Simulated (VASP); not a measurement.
# Pt (Im-3m) in VASP: notebook, part 2 of 2

VASP 6.6.1.

## (3) Single point, PBEsol

This run uses another cell than the first one, of 15.09 Å³/atom, 0.993 times its volume.

File INCAR:

```
  PREC = Accurate
  ENCUT = 520
  EDIFF = 1E-6
  ISMEAR = -1
  SIGMA = 0.05
  LREAL = False
  LASPH = True
  NELM = 80
  ALGO = Fast
  ISIF = 2
  LWAVE = False
  LCHARG = False
  GGA = PS
  NBANDS = 11
```

File KPOINTS:

```
regular mesh
0
Gamma
  12 12 12
```

File POSCAR:

```
Pt
1.0
   -1.5566176814      1.5566176814      1.5566176814
    1.5566176814     -1.5566176814      1.5566176814
    1.5566176814      1.5566176814     -1.5566176814
Pt
1
Direct
    0.0000000000      0.0000000000      0.0000000000
```

Potentials or basis: VASP PAW PBE potentials, release 64 (Pt).

Launch:

```bash
> cat potpaw_PBE.64/Pt/POTCAR > POTCAR
> mpirun -np 1 vasp_std > vasp.out
```

OUTCAR:

```text
PREC = Accurate
   ENCUT = 520
   EDIFF = 1E-6
   ISMEAR = -1
   LREAL = False
   LASPH = True
   NELM = 80
   ISIF = 2
   GGA = PS

 ion  position               nearest neighbor table
   1  0.000  0.000  0.000-

  LATTYP: Found a body centered cubic cell.
 ALAT       =     3.1132353628

  Lattice vectors:

 A1 = (  -1.5566176814,   1.5566176814,   1.5566176814)
 A2 = (   1.5566176814,  -1.5566176814,   1.5566176814)
 A3 = (   1.5566176814,   1.5566176814,  -1.5566176814)

Analysis of symmetry for initial positions (statically):
=====================================================================
 Subroutine PRICEL returns:
 Original cell was already a primitive cell.

 Routine SETGRP: Setting up the symmetry group for a
 body centered cubic supercell.

 Subroutine GETGRP returns: Found 48 space group operations
 (whereof 48 operations were pure point group operations)
 out of a pool of 48 trial point group operations.

The static configuration has the point symmetry O_h .

Analysis of symmetry for dynamics (positions and initial velocities):
=====================================================================
 Subroutine PRICEL returns:
 Original cell was already a primitive cell.

 Routine SETGRP: Setting up the symmetry group for a
 body centered cubic supercell.

 Subroutine GETGRP returns: Found 48 space group operations
 (whereof 48 operations were pure point group operations)
 out of a pool of 48 trial point group operations.

The dynamic configuration has the point symmetry O_h .

 Subroutine INISYM returns: Found 48 space group operations
 (whereof 48 operations are pure point group operations),
 and found     1 'primitive' translations

[... 115 lines left out ...]
  Thomas-Fermi vector in A             =   2.547556
   LORBIT       =      0    0 simple, 1 ext, 2 COOP (PROOUT), +10 PAW based schemes
   GGA     = PS    functional components
   LHFCALC =     F    Hartree Fock is set to
   AEXX    =    0.0000 exact exchange contribution
   IVDW    =     0    specifies the selected vdW correction
   LEPSILON=     F    determine dielectric tensor
   LRPA    =     F    only Hartree local field effects (RPA)
 non-spin polarized calculation
 RMM-DIIS sequential band-by-band and
  energy-cutoff  :      520.00
  volume of cell :       15.09
 maximum number of plane-waves:       420
   NGX =  9   NGY =  9   NGZ =  9

 number of electron      10.0000000 magnetization

 number of electron       9.9999998 magnetization

 Free energy of the ion-electron system (eV)
  ---------------------------------------------------
  ext. energy  EPLUGINS =         0.00000000
  ---------------------------------------------------
  free energy    TOTEN  =        -6.86897459 eV

  energy without entropy =       -6.86334911  energy(sigma->0) =       -6.86616185

 E-fermi :  10.7829     XC(G=0): -13.6181

 val. band max:       10.7344031596   @ k =   0.5000   0.5000   0.4167
 cond. band min:      10.8308762309   @ k =  -0.4167  -0.4167   0.1667
 fundamental gap:      0.0964730714
 Fermi energy:        10.7828935191

 k-point     1 :       0.0000    0.0000    0.0000
  band No.  band energies     occupation
      1       0.8090      2.00000
      2       7.1184      2.00000
      3       7.1184      2.00000
      4       7.1184      2.00000
      5       9.8070      2.00000
      6       9.8070      2.00000
      7      27.9272      0.00000
      8      27.9272      0.00000
      9      27.9272      0.00000
     10      38.5240      0.00000
     11      38.5248      0.00000
[... 309 lines left out ...]
 k-point    24 :       0.4167    0.0833    0.0833
  band No.  band energies     occupation
      1       4.3191      2.00000
      2       5.5818      2.00000
      3       9.0692      2.00000
      4       9.7639      2.00000
      5      10.1885      1.99999
      6      14.3380      0.00000
      7      17.1252      0.00000
      8      24.0921      0.00000
      9      25.1547      0.00000
     10      35.4399      0.00000
     11      35.7317      0.00000

 [... further k-points ...]

------------------------ aborting loop because EDIFF is reached ----------------------------------------

  FORCE on cell =-STRESS in cart. coord.  units (eV):
  Direction    XX          YY          ZZ          XY          YZ          ZX
  --------------------------------------------------------------------------------------
  -------------------------------------------------------------------------------------
  Total        0.1539762      0.1539762      0.1539762      0.0000000      0.0000000     -0.0000000
  in kB       16.3515220     16.3515220     16.3515220      0.0000000      0.0000000     -0.0000000
  external PRESSURE =      16.3515220 kB  Pullay stress =       0.0000000 kB

 VOLUME and BASIS-vectors are now :
 -----------------------------------------------------------------------------
  energy-cutoff  :      520.00
  volume of cell :       15.09
      direct lattice vectors                 reciprocal lattice vectors
    -1.556617681  1.556617681  1.556617681     0.000000000  0.321209251  0.321209251
     1.556617681 -1.556617681  1.556617681     0.321209251  0.000000000  0.321209251
     1.556617681  1.556617681 -1.556617681     0.321209251  0.321209251  0.000000000

 POSITION                                       TOTAL-FORCE (eV/Angst)
 -----------------------------------------------------------------------------------
      0.00000      0.00000      0.00000        -0.000000      0.000000      0.000000
 -----------------------------------------------------------------------------------
    total drift:                               -0.000000      0.000000      0.000000

  FREE ENERGIE OF THE ION-ELECTRON SYSTEM (eV)
  ---------------------------------------------------
  free  energy   TOTEN  =        -6.8689745930 eV

  energy  without entropy=       -6.8633491117  energy(sigma->0) =       -6.86616185
```

OSZICAR:

```text
N       E                     dE             d eps       ncg     rms          rms(c)
DAV:   1     0.393511915215E+02    0.39351E+02   -0.53543E+03  1616   0.845E+02
DAV:   2    -0.665691684248E+01   -0.46008E+02   -0.44322E+02  1827   0.178E+02
DAV:   3    -0.729532540249E+01   -0.63841E+00   -0.63541E+00  1827   0.199E+01
DAV:   4    -0.729775754541E+01   -0.24321E-02   -0.24320E-02  1827   0.145E+00
DAV:   5    -0.729777667136E+01   -0.19126E-04   -0.19127E-04  1874   0.117E-01    0.129E+01
RMM:   6    -0.691594252358E+01    0.38183E+00   -0.36177E-01  1592   0.507E+00    0.661E+00
RMM:   7    -0.687305571896E+01    0.42887E-01   -0.74172E-02  1678   0.244E+00    0.244E+00
RMM:   8    -0.686966967413E+01    0.33860E-02   -0.11507E-02  1692   0.949E-01    0.746E-01
RMM:   9    -0.686895530215E+01    0.71437E-03   -0.14861E-03  1814   0.329E-01    0.417E-02
RMM:  10    -0.686897385836E+01   -0.18556E-04   -0.17692E-04  1836   0.103E-01    0.410E-02
RMM:  11    -0.686897441617E+01   -0.55781E-06   -0.16674E-05  1795   0.293E-02    0.915E-03
RMM:  12    -0.686897459304E+01   -0.17687E-06   -0.44952E-06  1608   0.151E-02
   1 F= -.68689746E+01 E0= -.68661619E+01  d E =-.562548E-02
```

It took 13 s on 1 thread of Intel Xeon Platinum 8259CL at 2.50GHz (Skylake/Cascade Lake), shared host; peak memory 0.13 GiB.

Results:

* Free energy: -6.8690 eV
* Pressure: 1.6 GPa
* Band gap on the k mesh: zero (band 5 reaches 11.98 eV, above the bottom of band 6 at 9.64 eV)

Levels at points of the mesh, in eV from the Fermi level:
| k point | band 2 | band 3 | band 4 | band 5 | band 6 | band 7 | band 8 | band 9 |
| --- | --- | --- | --- | --- | --- | --- | --- | --- |
| (0.00, 0.00, 0.00) | -3.66 | -3.66 | -3.66 | -0.98 | -0.98 | 17.14 | 17.14 | 17.14 |
| (0.50, 0.00, 0.00) | -5.20 | -1.17 | -0.61 | 0.13 | 1.24 | 6.75 | 13.31 | 16.28 |
| (0.50, 0.50, 0.50) | -6.47 | 0.67 | 0.67 | 0.67 | 7.79 | 7.79 | 7.79 | 13.48 |

Caveat: the PAW data sets were made with another functional, which shifts forces and pressure a little; spin-orbit coupling is left out, which moves the levels of the heavy elements.
